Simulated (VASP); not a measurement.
Wanted: the native input for a VASP 6.6.1 run.

```yaml
Task: single point
Functional: BLYP
Potentials_or_basis: VASP PAW PBE potentials, release 64 (Re_sv_GW)
Cutoff: 500 eV
k_mesh: 16 × 16 × 16
Occupations: fermi-dirac, width 0.1 eV
Spin: no spin polarisation
Dipole_correction: no
Second_run: valence_matched
Further_INCAR_settings: ALGO = Normal; EDIFF = 1e-06; NBANDS = 14
```

The structure of Re lies in POSCAR:

```
Re
1.0
   -1.5342493475      1.5342493475      1.5342493475
    1.5342493475     -1.5342493475      1.5342493475
    1.5342493475      1.5342493475     -1.5342493475
Re
1
Direct
    0.0000000000      0.0000000000      0.0000000000
```

This cell differs from its parent crystal: volume scaled by 0.92.

The input as run:

INCAR

```
PREC = Accurate ; ENCUT = 500
EDIFF = 1E-6 ; ISMEAR = -1
SIGMA = 0.1 ; LREAL = F
LASPH = T ; NELM = 120
ALGO = Normal ; ISIF = 2
LWAVE = F ; LCHARG = T
GGA = B5 ; ALDAX = 1.0
AGGAX = 1.0 ; AGGAC = 1.0
ALDAC = 0.0 ; LELF = T
LVHAR = T ; NBANDS = 14
GGA_COMPAT = F
```

KPOINTS

```
regular mesh
0
Gamma
  16 16 16
```

Potentials or basis: VASP PAW PBE potentials, release 64 (Re_sv_GW).

The run is started by

```sh
$ cat potpaw_PBE.64/Re_sv_GW/POTCAR > POTCAR
$ mpirun -np 1 vasp_std > vasp.out
```

It gave:

- Pressure: 31.3 GPa

Caveat: the PAW data sets were made with another functional, which shifts forces and pressure a little.

Run time: 35 s on 1 thread of Intel(R) Xeon(R) Platinum 8259CL CPU @ 2.50GHz (Skylake/Cascade Lake), on a shared host, peak memory 0.15 GiB.
